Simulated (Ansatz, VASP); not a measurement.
This is a calculation of Zn for Ansatz 0.2.0.

Contents of input.yaml:

```yaml
crystal:
  lattice:
    - [0.0, 1.964776, 1.964776]
    - [1.964776, 0.0, 1.964776]
    - [1.964776, 1.964776, 0.0]
  atoms:
    - { symbol: Zn, position: [0.0, 0.0, 0.0] }
hamiltonian:
  xc: rpbe
  pseudopotentials: { kind: paw }
kpoints:
  mp_grid: { grid: [12, 12, 12] }
scf:
  occupations: { method: fermi_dirac, width: 0.05 }
output:
  forces: true
  stress: true
  eigenvalues: true
relax:
  f_tol: 0.01
  max_steps: 40
  cell: { stress_tol: 0.05 }
```

Potentials or basis: Ansatz PAW.

Launch:

```console
$ ansatz run input.yaml --threads 2 --pin off --max-ram 5632MiB --backend cpu --events-out ev --progress --plain --runs-dir out
```

Q: Translate it to VASP 6.6.1. Potentials there: VASP PAW PBE potentials, release 64 (Zn).

A: As run (the cutoff follows the program's own potentials):

File INCAR:

```
SYSTEM = Zn
PREC     = Accurate       ! precision mode
ENCUT    = 600            ! plane-wave cutoff, eV
EDIFF    = 1E-7           ! SCF threshold, eV
ISMEAR   = -1             ! smearing method
SIGMA    = 0.05           ! smearing width, eV
LREAL    = .False.        ! projectors in reciprocal space
LASPH    = .True.         ! aspherical terms in the spheres
NELM     = 80             ! most SCF steps
ALGO     = Normal         ! electronic algorithm
ISIF     = 3              ! what is computed and relaxed
LWAVE    = .False.        ! write WAVECAR
LCHARG   = .False.        ! write CHGCAR
GGA      = RP             ! functional
IBRION   = 2              ! ionic algorithm
NSW      = 60             ! ionic steps
EDIFFG   = -0.01          ! ionic threshold
```

File KPOINTS:

```
Automatic mesh
0
Gamma
  12 12 12
  0 0 0
```

Contents of POSCAR:

```
Zn
1.0
    0.0000000000      1.9647760000      1.9647760000
    1.9647760000      0.0000000000      1.9647760000
    1.9647760000      1.9647760000      0.0000000000
Zn
1
Direct
    0.0000000000      0.0000000000      0.0000000000
```

Potentials or basis: VASP PAW PBE potentials, release 64 (Zn).

Launch:

```sh
$ cat potpaw_PBE.64/Zn/POTCAR > POTCAR
$ mpirun -np 1 vasp_std > vasp.out
```

Both were run:

|  | VASP | Ansatz | Ansatz less VASP |
| --- | --- | --- | --- |
| gap on the k mesh at the Fermi level, each at its own relaxed structure (eV) | none | none | - |
| relaxed volume (Å³/atom) | 15.92 | 15.86 | -0.064 |
| relaxed cell length with the largest relative difference (Å) | 2.824 | 2.820 | -0.0038 |

VASP's potentials were made for PBE, not for RPBE. A gap of «none» marks a metal or a gap that the smearing closes.

Noted on Ansatz's run: the plane-wave basis is chosen anew once the cell has moved, so the energies of steps on either side of that aren't comparable.
